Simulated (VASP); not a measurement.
The system is ZrS2.

```
Zr S
1.0
     3.78463    0.00000    0.00000
    -1.89232    3.27759    0.00000
     0.00000    0.00000    5.76900
Zr S
1 2
Direct
  0.00000 0.00000 0.00000
  0.33333 0.66667 0.24096
  0.66667 0.33333 0.75904
```

This cell differs from its parent crystal: epitaxial xy strain +3.0%.

Base run:

* Program: VASP 6.6.1
* Functional: HSE06
* Potentials or basis: VASP PAW PBE potentials, release 64 (Zr_sv, S)
* Cutoff: 400 eV
* k mesh: 6 × 6 × 4
* Occupations: gaussian, width 0.01 eV
* Spin: no spin polarisation

Its results: band gap on the k mesh 1.82 eV (least direct gap 2.17 eV); pressure -3.0 GPa; largest force 0.179 eV/Å.

The run is repeated on the same cell with these changes: functional from HSE06 to r2SCAN; cutoff from 400 eV to 550 eV; k mesh from 6 × 6 × 4 to 12 × 12 × 4. What comes out?

Band gap on the k mesh 1.31 eV (least direct gap 1.61 eV); pressure -2.2 GPa; largest force 0.035 eV/Å.

Several settings changed at once.

Caveats: the PAW data sets were made with another functional, which shifts forces and pressure a little; the stress differs along the axes, from -5 to 1 GPa (at least some runs); this functional lacks dispersion, which binds layers or chains, so the pressure and a relaxed spacing across them are unreliable (at least some runs).

A k mesh can miss the band edges.
